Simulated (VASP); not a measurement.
BN:

```xyz
2
Lattice="0.0000 3.4481 2.1368 1.2347 0.0000 2.1368 1.2347 3.4481 0.0000" Properties=species:S:1:pos:R:3 pbc="T T T"
N     1.2347    3.4481    2.8490
B     1.2347    3.4481    0.0002
```

This cell differs from its parent crystal: volume scaled by 0.96.

Base run:

```yaml
Program: VASP 6.6.1
Functional: PBE
Potentials_or_basis: VASP PAW PBE potentials, release 64 (N, B)
Cutoff: 520 eV
k_mesh: 13 × 13 × 13
Occupations: fermi-dirac, width 0.05 eV
Spin: no spin polarisation
```

Its results: band gap on the k mesh 3.92 eV, indirect (least direct gap 4.75 eV); pressure 13.7 GPa; largest force 0.012 eV/Å.

**Question.** The run is repeated on the same cell with these changes: functional from PBE to PBEsol. What comes out?

**Answer.** Band gap on the k mesh 3.81 eV, indirect (least direct gap 4.68 eV); pressure 11.1 GPa; largest force 0.012 eV/Å.

PBEsol binds more tightly than PBE, so the same cell stands under less pressure.

Caveats: the PAW data sets were made with another functional, which shifts forces and pressure a little (some runs).

A k mesh can miss the band edges.
